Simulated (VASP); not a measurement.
# Co (Fd-3m) in VASP: notebook

The runs below take Co through single point, with LDA.

All numbers are computed with VASP 6.6.1; they aren't measurements. Logs are shortened: lines on timing, memory, paths and dates and some standing lists are left out, and cuts for length are marked.

### 1 The cell of the first run

Symmetry: Fd-3m, No. 227, cubic system. The conventional cell has a = 6.348 Å, b = 6.348 Å, c = 6.348 Å, α = 90.00°, β = 90.00°, γ = 90.00°. Co (site symmetry -43m) has 16 Co at 2.63 to 2.75 Å within 3.5 Å. Within 3.0 Å of Co (site symmetry -3m) lie 12 Co at 2.24 to 2.63 Å.

This isn't the form of Co at room conditions, which is hcp.

### 2 Single point, LDA, collinear spin, ferromagnetic start

INCAR

```
SYSTEM = Co
  ALGO = Normal
  EDIFF = 1E-6
  ENCUT = 600
  GGA_COMPAT = .FALSE.
  ISIF = 2
  ISMEAR = -1
  ISPIN = 2
  LASPH = .TRUE.
  LCHARG = .FALSE.
  LMAXMIX = 4
  LORBIT = 11
  LREAL = .FALSE.
  LWAVE = .FALSE.
  MAGMOM = 1.8 1.8 1.8 1.8 1.8 1.8
  NBANDS = 40
  NELM = 200
  PREC = Accurate
  SIGMA = 0.15
```

KPOINTS

```
k-points
0
G
  6 6 6
  0 0 0
```

POSCAR

```
Co
1.0
    0.0000000000      3.1738886696      3.1738886696
    3.1738886696      0.0000000000      3.1738886696
    3.1738886696      3.1738886696      0.0000000000
Co
6
Direct
    0.2500000000      0.2500000000      0.2500000000
    0.0000000000      0.0000000000      0.0000000000
    0.6250000000      0.6250000000      0.1250000000
    0.6250000000      0.1250000000      0.6250000000
    0.1250000000      0.6250000000      0.6250000000
    0.6250000000      0.6250000000      0.6250000000
```

Potentials or basis: VASP PAW LDA potentials, release 64 (Co).

On the command line:

```bash
> cat potpaw_LDA.64/Co/POTCAR > POTCAR
> mpirun -np 1 vasp_std > vasp.out
```

OUTCAR:

```text
SYSTEM = Co
   EDIFF = 1E-6
   ENCUT = 600
   ISIF = 2
   ISMEAR = -1
   ISPIN = 2
   LASPH = .TRUE.
   LORBIT = 11
   LREAL = .FALSE.
   NELM = 200
   PREC = Accurate

 ion  position               nearest neighbor table
   1  0.250  0.250  0.250-   3 2.63   4 2.63   5 2.63   4 2.63   5 2.63   6 2.63   3 2.63   5 2.63
                             6 2.63   3 2.63   4 2.63   6 2.63   2 2.75   2 2.75   2 2.75   2 2.75
   2  0.000  0.000  0.000-   3 2.63   4 2.63   6 2.63   3 2.63   5 2.63   6 2.63   4 2.63   5 2.63
                             6 2.63   3 2.63   4 2.63   5 2.63   1 2.75   1 2.75   1 2.75   1 2.75
   3  0.625  0.625  0.125-   6 2.24   4 2.24   5 2.24   6 2.24   4 2.24   5 2.24   1 2.63   2 2.63
                             2 2.63   1 2.63   2 2.63   1 2.63
   4  0.625  0.125  0.625-   6 2.24   3 2.24   3 2.24   5 2.24   6 2.24   5 2.24   1 2.63   1 2.63
                             2 2.63   1 2.63   2 2.63   2 2.63
   5  0.125  0.625  0.625-   6 2.24   3 2.24   4 2.24   3 2.24   4 2.24   6 2.24   1 2.63   2 2.63
                             1 2.63   2 2.63   1 2.63   2 2.63
   6  0.625  0.625  0.625-   3 2.24   4 2.24   5 2.24   3 2.24   4 2.24   5 2.24   2 2.63   1 2.63
                             2 2.63   1 2.63   2 2.63   1 2.63

  LATTYP: Found a face centered cubic cell.
 ALAT       =     6.3477773392

  Lattice vectors:

 A1 = (   0.0000000000,   3.1738886696,   3.1738886696)
 A2 = (   3.1738886696,   0.0000000000,   3.1738886696)
 A3 = (   3.1738886696,   3.1738886696,   0.0000000000)

Analysis of symmetry for initial positions (statically):
=====================================================================
 Subroutine PRICEL returns:
 Original cell was already a primitive cell.

 Routine SETGRP: Setting up the symmetry group for a
 face centered cubic supercell.

 Subroutine GETGRP returns: Found 48 space group operations
 (whereof 24 operations were pure point group operations)
 out of a pool of 48 trial point group operations.

The static configuration has the point symmetry T_d .
 The point group associated with its full space group is O_h .

Analysis of symmetry for dynamics (positions and initial velocities):
=====================================================================
 Subroutine PRICEL returns:
 Original cell was already a primitive cell.

 Routine SETGRP: Setting up the symmetry group for a
 face centered cubic supercell.

 Subroutine GETGRP returns: Found 48 space group operations
 (whereof 24 operations were pure point group operations)
 out of a pool of 48 trial point group operations.

The dynamic configuration has the point symmetry T_d .
 The point group associated with its full space group is O_h .

Analysis of structural, dynamic, and magnetic symmetry:
=====================================================================
 Subroutine PRICEL returns:
 Original cell was already a primitive cell.

 Routine SETGRP: Setting up the symmetry group for a
 face centered cubic supercell.

 Subroutine GETGRP returns: Found 48 space group operations
 (whereof 24 operations were pure point group operations)
 out of a pool of 48 trial point group operations.

The overall configuration has the point symmetry T_d .
 The point group associated with its full space group is O_h .

 Subroutine INISYM returns: Found 48 space group operations
 (whereof 24 operations are pure point group operations),
 and found     1 'primitive' translations

----------------------------------------------------------------------------------------

                                     Primitive cell

  volume of cell :      63.9448

  direct lattice vectors                    reciprocal lattice vectors
     0.000000000  3.173888670  3.173888670    -0.157535456  0.157535456  0.157535456
     3.173888670  0.000000000  3.173888670     0.157535456 -0.157535456  0.157535456
     3.173888670  3.173888670  0.000000000     0.157535456  0.157535456 -0.157535456

  length of vectors
     4.488556402  4.488556402  4.488556402     0.272859414  0.272859414  0.272859414

  position of ions in fractional coordinates (direct lattice)
     0.250000000  0.250000000  0.250000000
     0.000000000  0.000000000  0.000000000
     0.625000000  0.625000000  0.125000000
     0.625000000  0.125000000  0.625000000
[... 55 lines left out ...]
 -0.333333  0.500000  0.166667     12.000000
   k-points           NKPTS =     16   k-points in BZ     NKDIM =     16   number of bands    NBANDS=     40
   number of dos      NEDOS =    301   number of ions     NIONS =      6
   total plane-waves  NPLWV =  46656
   dimension x,y,z NGX =    36 NGY =   36 NGZ =   36
   dimension x,y,z NGXF=    72 NGYF=   72 NGZF=   72
   ions per type =               6
   NGX,Y,Z   is equivalent  to a cutoff of  13.33, 13.33, 13.33 a.u.
   NGXF,Y,Z  is equivalent  to a cutoff of  26.67, 26.67, 26.67 a.u.
 SYSTEM =  Co
   PREC   = accura    normal or accurate (medium, high low for compatibility)
   ISTART =      0    job   : 0-new  1-cont  2-samecut
   ICHARG =      2    charge: 1-file 2-atom 10-const
   ISPIN  =      2    spin polarized calculation?
   LNONCOLLINEAR =      F non collinear calculations
   LSORBIT =      F    spin-orbit coupling
   LASPH  =      T    aspherical Exc in radial PAW
   ENCUT  =  600.0 eV  44.10 Ry    6.64 a.u.   8.96  8.96  8.96*2*pi/ulx,y,z
   NELM   =    200;   NELMIN=  2; NELMDL= -5     # of ELM steps
   EDIFF  = 0.1E-05   stopping-criterion for ELM
   LREAL  =      F    real-space projection
   EDIFFG = 0.1E-04   stopping-criterion for IOM
   NSW    =      0    number of steps for IOM
   IBRION =     -1    ionic relax: 0-MD 1-quasi-New 2-CG
   NFREE  =      0    steps in history (QN), initial steepest desc. (CG)
   ISIF   =      2    stress and relaxation
   ISYM   =      2    0-nonsym 1-usesym 2-fastsym
   POTIM  = 0.5000    time-step for ionic-motion
   TEBEG  =    0.0;   TEEND  =   0.0 temperature during run
   PSTRESS=    0.0 pullay stress
   NELECT =      54.0000    total number of electrons
   NUPDOWN=      -1.0000    fix difference up-down
   EMIN   =  10.00;   EMAX   =-10.00  energy-range for DOS
   EFERMI =   0.00;   METHOD = LEGACY
   ISMEAR =    -1;   SIGMA  =   0.15  broadening in eV -4-tet -1-fermi 0-gaus
   EFERMI_NEDOS =   21; number of points for ismear=-14 and -15
   IALGO  =     38    algorithm
   IMIX   =      4    mixing-type and parameters
     AMIX     =   0.40;   BMIX     =  1.00
     AMIX_MAG =   1.60;   BMIX_MAG =  1.00
  volume/ion in A,a.u.               =      10.66        71.92
  Fermi-wavevector in a.u.,A,eV,Ry     =   1.547406  2.924174 32.578697  2.394467
  Thomas-Fermi vector in A             =   2.652504
   LORBIT       =     11    0 simple, 1 ext, 2 COOP (PROOUT), +10 PAW based schemes
   GGA     = CA    functional components
   LHFCALC =     F    Hartree Fock is set to
   AEXX    =    0.0000 exact exchange contribution
   IVDW    =     0    specifies the selected vdW correction
   LEPSILON=     F    determine dielectric tensor
   LRPA    =     F    only Hartree local field effects (RPA)
 spin polarized calculation
  energy-cutoff  :      600.00
  volume of cell :       63.94
 maximum number of plane-waves:      2158
   NGX = 17   NGY = 17   NGZ = 17

 number of electron      54.0000000 magnetization      10.8000000

 number of electron      53.9999988 magnetization       8.7142201

 Free energy of the ion-electron system (eV)
  ---------------------------------------------------
  ext. energy  EPLUGINS =         0.00000000
  ---------------------------------------------------
  free energy    TOTEN  =       -47.54879133 eV

  energy without entropy =      -46.90517704  energy(sigma->0) =      -47.22698418

 E-fermi :  10.4120     XC(G=0): -13.8056

 val. band max:       10.4119163030   @ k =   0.5000   0.1667   0.0000
 cond. band min:      10.4183053530   @ k =   0.5000   0.0000   0.0000
 fundamental gap:      0.0063890500
 Fermi energy:        10.4120432588

 spin component 1

 k-point     1 :       0.0000    0.0000    0.0000
  band No.  band energies     occupation
      1       1.1280      1.00000
      2       3.9942      1.00000
      3       5.2774      1.00000
      4       5.2774      1.00000
      5       5.2774      1.00000
      6       6.0119      1.00000
[... 661 lines left out ...]
     38      18.9939      0.00000
     39      22.9842      0.00000
 Fermi energy:        10.4120432588

 spin component 2

 k-point     1 :       0.0000    0.0000    0.0000
  band No.  band energies     occupation
      1       1.3250      1.00000
      2       4.8868      1.00000
      3       6.2159      1.00000
      4       6.2159      1.00000
      5       6.2159      1.00000
      6       6.9566      1.00000
[... 661 lines left out ...]
     38      19.6454      0.00000
     39      23.4648      0.00000
 [bands above 39 left out]

------------------------ aborting loop because EDIFF is reached ----------------------------------------

  FORCE on cell =-STRESS in cart. coord.  units (eV):
  Direction    XX          YY          ZZ          XY          YZ          ZX
  --------------------------------------------------------------------------------------
  -------------------------------------------------------------------------------------
  Total       -1.7504656     -1.7504656     -1.7504656     -0.0000000      0.0000000      0.0000000
  in kB      -43.8590380    -43.8590380    -43.8590380     -0.0000000      0.0000000      0.0000000
  external PRESSURE =     -43.8590380 kB  Pullay stress =       0.0000000 kB

 VOLUME and BASIS-vectors are now :
 -----------------------------------------------------------------------------
  energy-cutoff  :      600.00
  volume of cell :       63.94
      direct lattice vectors                 reciprocal lattice vectors
     0.000000000  3.173888670  3.173888670    -0.157535456  0.157535456  0.157535456
     3.173888670  0.000000000  3.173888670     0.157535456 -0.157535456  0.157535456
     3.173888670  3.173888670  0.000000000     0.157535456  0.157535456 -0.157535456

 POSITION                                       TOTAL-FORCE (eV/Angst)
 -----------------------------------------------------------------------------------
      1.58694      1.58694      1.58694        -0.000000     -0.000000     -0.000000
      0.00000      0.00000      0.00000         0.000000      0.000000      0.000000
      2.38042      2.38042      3.96736         0.000000     -0.000000     -0.000000
      2.38042      3.96736      2.38042         0.000000     -0.000000     -0.000000
      3.96736      2.38042      2.38042         0.000000     -0.000000     -0.000000
      3.96736      3.96736      3.96736         0.000000     -0.000000     -0.000000
 -----------------------------------------------------------------------------------
    total drift:                                0.000000      0.000000      0.000000

  FREE ENERGIE OF THE ION-ELECTRON SYSTEM (eV)
  ---------------------------------------------------
  free  energy   TOTEN  =       -47.5487913276 eV

  energy  without entropy=      -46.9051770384  energy(sigma->0) =      -47.22698418

 total charge

# of ion       s       p       d       tot
------------------------------------------
    1        0.409   0.435   7.230   8.074
    2        0.409   0.435   7.230   8.074
    3        0.559   0.611   7.380   8.549
    4        0.559   0.611   7.380   8.549
    5        0.559   0.611   7.380   8.549
    6        0.559   0.611   7.380   8.549
--------------------------------------------------
tot          3.053   3.313  43.979  50.346

 magnetization (x)

# of ion       s       p       d       tot
------------------------------------------
    1       -0.008  -0.027   1.680   1.645
    2       -0.008  -0.027   1.680   1.645
    3       -0.009  -0.036   1.397   1.352
    4       -0.009  -0.036   1.397   1.352
    5       -0.009  -0.036   1.397   1.352
    6       -0.009  -0.036   1.397   1.352
--------------------------------------------------
tot         -0.051  -0.198   8.949   8.700
```

Wall time 89 s (1 thread of AMD EPYC 9R45 (Zen 5), shared host); peak memory 0.19 GiB.

Results:

```
Free energy                                           : -47.5488 eV
Pressure                                              : -4.4 GPa
Net moment                                            : 8.71 μB per cell
Site moments                                          : Co +1.65, +1.35 (each value once) μB
Valence electrons inside the program's atomic spheres : Co 8.07, 8.55 (each value once)
```

Levels at points of the mesh, in eV from the Fermi level:
Spin up:
```tsv
k point	band 27	band 28	band 29	band 30	band 31	band 32	band 33	band 34	band 35	band 36
(0.00, 0.00, 0.00)	-0.70	-0.70	0.25	0.25	0.25	1.35	3.04	3.04	3.04	6.93
(0.50, 0.00, 0.00)	-1.22	-0.91	-0.91	-0.64	-0.64	0.25	2.27	2.61	2.61	5.85
(0.50, 0.50, 0.00)	-1.12	-1.12	-1.02	-1.02	-0.87	-0.87	1.67	1.67	2.44	2.44
```
Spin down:
```tsv
k point	band 18	band 19	band 20	band 21	band 22	band 23	band 24	band 25	band 26	band 27
(0.00, 0.00, 0.00)	-0.94	-0.60	-0.60	0.07	0.07	0.07	0.53	0.53	0.53	0.90
(0.50, 0.00, 0.00)	-0.70	-0.64	-0.64	-0.32	-0.32	-0.29	0.01	0.13	0.21	0.21
(0.50, 0.50, 0.00)	-1.50	-0.52	-0.52	-0.26	-0.26	-0.19	-0.19	0.38	0.38	0.41
```

Caveat: the cell stands under tension.

### 3 Single point, LDA, collinear spin, ferromagnetic start

This run uses another cell than the first one, of 11.10 Å³/atom.

INCAR

```
SYSTEM = Co
  PREC = Accurate
  ENCUT = 600
  EDIFF = 1E-6
  ISMEAR = -1
  SIGMA = 0.15
  LREAL = .FALSE.
  LASPH = .TRUE.
  NELM = 200
  ALGO = Normal
  ISIF = 2
  LWAVE = .FALSE.
  LCHARG = .FALSE.
  ISPIN = 2
  MAGMOM = 1.8 1.8 1.8 1.8 1.8 1.8
  LORBIT = 11
  LMAXMIX = 4
  NBANDS = 40
  GGA_COMPAT = .FALSE.
```

KPOINTS

```
regular mesh
0
G
  6 6 6
  0 0 0
```

Changes to POSCAR since step 2:

```diff
@@ -2,5 +2,5 @@
 1.0
-    0.0000000000      3.1738886696      3.1738886696
-    3.1738886696      0.0000000000      3.1738886696
-    3.1738886696      3.1738886696      0.0000000000
+    0.0000000000      3.2173720000      3.2173720000
+    3.2173720000      0.0000000000      3.2173720000
+    3.2173720000      3.2173720000      0.0000000000
 Co
```

Potentials or basis: VASP PAW LDA potentials, release 64 (Co).

On the command line:

```bash
> cat potpaw_LDA.64/Co/POTCAR > POTCAR
> mpirun -np 1 vasp_std > vasp.out
```

Wall time 89 s (1 thread of AMD EPYC 9R45 (Zen 5), shared host); peak memory 0.2 GiB.

The run converged. Its results:

| Property | Result |
| --- | --- |
| Free energy | -47.4081 eV |
| Pressure | -12.4 GPa |
| Net moment | 9.05 μB per cell |
| Site moments | Co +1.68, +1.43 (each value once) μB |
| Valence electrons inside the program's atomic spheres | Co 8.01, 8.46 (each value once) |

Levels at points of the mesh, in eV from the Fermi level:
Spin up:
| k point | band 27 | band 28 | band 29 | band 30 | band 31 | band 32 | band 33 | band 34 | band 35 | band 36 |
| --- | --- | --- | --- | --- | --- | --- | --- | --- | --- | --- |
| (0.00, 0.00, 0.00) | -0.77 | -0.77 | 0.13 | 0.13 | 0.13 | 1.25 | 2.91 | 2.91 | 2.91 | 6.65 |
| (0.50, 0.00, 0.00) | -1.27 | -0.97 | -0.97 | -0.71 | -0.71 | 0.13 | 2.11 | 2.49 | 2.49 | 5.56 |
| (0.50, 0.50, 0.00) | -1.16 | -1.16 | -1.06 | -1.06 | -0.94 | -0.94 | 1.53 | 1.53 | 2.24 | 2.24 |
Spin down:
```
           k point  band 20  band 21  band 22  band 23  band 24  band 25
(0.00, 0.00, 0.00)    -0.55     0.10     0.10     0.10     0.53     0.53
(0.50, 0.00, 0.00)    -0.58    -0.27    -0.27    -0.26     0.04     0.14
(0.50, 0.50, 0.00)    -0.47    -0.21    -0.21    -0.14    -0.14     0.39
```

Caveat: the cell stands under tension.

(Continued in part 2 of 2.)
